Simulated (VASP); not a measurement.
Input of a VASP 6.6.1 run:

File INCAR:

```
PREC     = Accurate       # precision mode
ENCUT    = 520            # plane-wave cutoff, eV
EDIFF    = 1E-6           # SCF threshold, eV
ISMEAR   = 0              # smearing method
SIGMA    = 0.05           # smearing width, eV
LREAL    = Auto         
LASPH    = True           # aspherical terms in the spheres
NELM     = 100            # most SCF steps
ALGO     = Normal         # electronic algorithm
ISIF     = 2              # what is computed and relaxed
LWAVE    = False          # write WAVECAR
LCHARG   = False          # write CHGCAR
GGA      = PS             # functional
NBANDS   = 87             # bands
```

KPOINTS

```
regular mesh
0
Gamma
  2 2 1
```

File POSCAR:

```
Rb8CCl8O2
1.0
    7.8719410000      0.0000000000      0.0000000000
    0.0000000000      7.8719410000      0.0000000000
    0.0000000000      0.0000000000     18.9039560000
Rb Cl C O
8 8 1 2
Direct
    0.0000000000      0.0000000000      0.0528989805
   -0.0002661351     -0.0396728075      0.2538462849
    0.0000000000      0.4999999365      0.0528989805
   -0.0045752375      0.4777088649      0.4035877464
    0.4999999365      0.0000000000      0.0528989805
    0.4998450827     -0.0213012267      0.2684568775
    0.4999999365      0.4999999365      0.0528989805
    0.5403846396      0.4911850838      0.2542568339
    0.2472023101      0.2531219429     -0.0372177654
    0.2702634585      0.2256923674      0.1593197212
    0.2516510223      0.7493122725      0.1191531550
    0.2554913712      0.7102786975      0.3307356936
    0.7506419319      0.2486783120      0.1187455155
    0.7586767990      0.2250592325      0.3320825546
    0.7473023489      0.7523509132      0.1237262719
    0.7560760427      0.7420540881      0.3436994352
    0.1012099811      0.9293012994      0.4500709799
    0.1275027341      1.0544268561      0.4185754558
    0.0735178274      0.8106909084      0.4853102176
```

Potentials or basis: VASP PAW PBE potentials, release 64 (Rb_sv, Cl, C, O).

Run with:

```sh
$ cat potpaw_PBE.64/Rb_sv/POTCAR potpaw_PBE.64/Cl/POTCAR potpaw_PBE.64/C/POTCAR potpaw_PBE.64/O/POTCAR > POTCAR
$ mpirun -np 1 vasp_std > vasp.out
```

Question: What does it give for the largest force?

Answer: 0.710 eV/Å.

Question: Estimate the band gap on the k mesh.

Answer: 3.10 eV.

Forces on the atoms (eV/Å):
```
Rb   0.390  0.336 -0.080
Rb   0.001  0.004 -0.003
Rb   0.317 -0.311  0.202
Rb   0.007 -0.010  0.018
Rb  -0.359  0.361 -0.090
Rb  -0.003  0.004 -0.003
Rb  -0.343 -0.386 -0.079
Rb  -0.007 -0.004 -0.006
Cl  -0.001  0.001 -0.008
Cl  -0.002  0.005  0.001
Cl   0.001 -0.001  0.018
Cl   0.001  0.005  0.006
Cl   0.000  0.000  0.010
Cl  -0.003 -0.008  0.001
Cl   0.002 -0.001  0.010
Cl  -0.004  0.009  0.007
C    0.022 -0.006 -0.081
O    0.117  0.563 -0.336
O   -0.135 -0.563  0.411
```

Caveat: there is no dipole correction, which matters where the two faces differ; the PAW data sets were made with another functional, which shifts forces and pressure a little.
